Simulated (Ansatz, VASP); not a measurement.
## One calculation of Cu, two programs

Contents of INCAR:

```
SYSTEM = Cu
  ALGO = Normal
  EDIFF = 1E-6
  ENCUT = 520
  GGA = PS
  ISIF = 2
  ISMEAR = -1
  LASPH = .TRUE.
  LCHARG = .FALSE.
  LREAL = .FALSE.
  LWAVE = .FALSE.
  NBANDS = 12
  NELM = 100
  PREC = Accurate
  SIGMA = 0.08
```

File KPOINTS:

```
k-points
0
G
  18 18 18
  0 0 0
```

The input POSCAR:

```
Cu
1.0
    2.0749691551      0.0000000000      0.0000000000
    0.0000000000      2.0749691551      0.0000000000
    0.0000000000      0.0000000000      2.0749691551
Cu
1
Direct
    0.0000000000      0.0000000000      0.0000000000
```

Input for Ansatz:

```yaml
crystal:
  lattice:
    - [2.0749691551, 0.0, 0.0]
    - [0.0, 2.0749691551, 0.0]
    - [0.0, 0.0, 2.0749691551]
  atoms:
    - { symbol: Cu, position: [0.0, 0.0, 0.0] }
kpoints:
  mp_grid: { grid: [18, 18, 18] }
scf:
  occupations: { method: fermi_dirac, width: 0.08 }
hamiltonian:
  xc: pbesol
  pseudopotentials: { kind: paw, core: large }
output:
  forces: true
  stress: true
  eigenvalues: true
```

Change from the starting cell: volume scaled by 0.68, PAW files, core large.

Alike in both runs: task single point; functional PBEsol; k mesh 18 × 18 × 18; occupations fermi-dirac, width 0.08 eV; no spin polarisation.

```csv
,VASP,Ansatz
version,VASP 6.6.1,Ansatz 0.2.0
potentials or method,"VASP PAW PBE potentials, release 64 (Cu)","PAW with other files of Ansatz's library (core large), scalar-relativistic"
plane-wave cutoff (eV),520,420
valence electrons in the cell,11,19
```

```csv
,VASP,Ansatz,Ansatz less VASP
pressure (GPa),123.2,122.3,-0.87
```

VASP's potentials were made for PBE, not for PBEsol. Both programs put the cell under a high pressure, so it lies far from rest at this level. VASP's potentials hold 11 valence electrons a cell and Ansatz's 19, so a difference there can come from the potentials and not from the codes. Ansatz's warnings: datasets by core.

Noted on VASP's run: the cell as given lies far from equilibrium.
